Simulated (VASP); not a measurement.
Wanted: the native input for a VASP 6.6.1 run.

* Task: single point
* Functional: PBEsol
* Potentials or basis: VASP PAW PBE potentials, release 64 (Sn_d, Se)
* Cutoff: 520 eV
* k mesh: 12 × 12 × 12
* Occupations: gaussian, width 0.15 eV
* Spin: no spin polarisation
* Dipole correction: no
* Further INCAR settings: ALGO = Normal; EDIFF = 1e-06; NBANDS = 32

The structure of Sn3Se lies in POSCAR:

```
Sn3Se
1.0
    0.0000000000      3.6581854746      3.6581854746
    3.6581854746      0.0000000000      3.6581854746
    3.6581854746      3.6581854746      0.0000000000
Sn Se
3 1
Direct
    0.2500000000      0.2500000000      0.2500000000
    0.7500000000      0.7500000000      0.7500000000
    0.4863320216      0.4863320216      0.5136679784
    0.0000000000      0.0000000000      0.0000000000
```

This cell differs from its parent crystal: atom 3 (Sn) moved -0.100 Å along Cartesian [0 0 1].

The input as run:

INCAR

```
SYSTEM = Sn3Se
PREC = Accurate
ENCUT = 520
EDIFF = 1E-6
ISMEAR = 0
SIGMA = 0.15
LREAL = .FALSE.
LASPH = .TRUE.
NELM = 100
ALGO = Normal
ISIF = 2
LWAVE = .FALSE.
LCHARG = .FALSE.
GGA = PS
NBANDS = 32
```

KPOINTS

```
Automatic mesh
0
G
  12 12 12
  0 0 0
```

Potentials or basis: VASP PAW PBE potentials, release 64 (Sn_d, Se).

Run with:

```bash
$ cat potpaw_PBE.64/Sn_d/POTCAR potpaw_PBE.64/Se/POTCAR > POTCAR
$ mpirun -np 1 vasp_std > vasp.out
```

It gave:

- Pressure: 0.2 GPa
- Largest force: 0.306 eV/Å
- Band gap on the k mesh: zero (bands 24 and 25 overlap by 2.38 eV)

Caveat: the cell differs from its parent crystal (atom 3 (Sn) moved -0.100 Å along Cartesian [0 0 1]); the PAW data sets were made with another functional, which shifts forces and pressure a little; spin-orbit coupling is left out, which moves the levels of the heavy elements.

Run time: 4.8 min on 1 thread of Intel(R) Xeon(R) 6975P-C (Granite Rapids), on a shared host, peak memory 0.53 GiB.
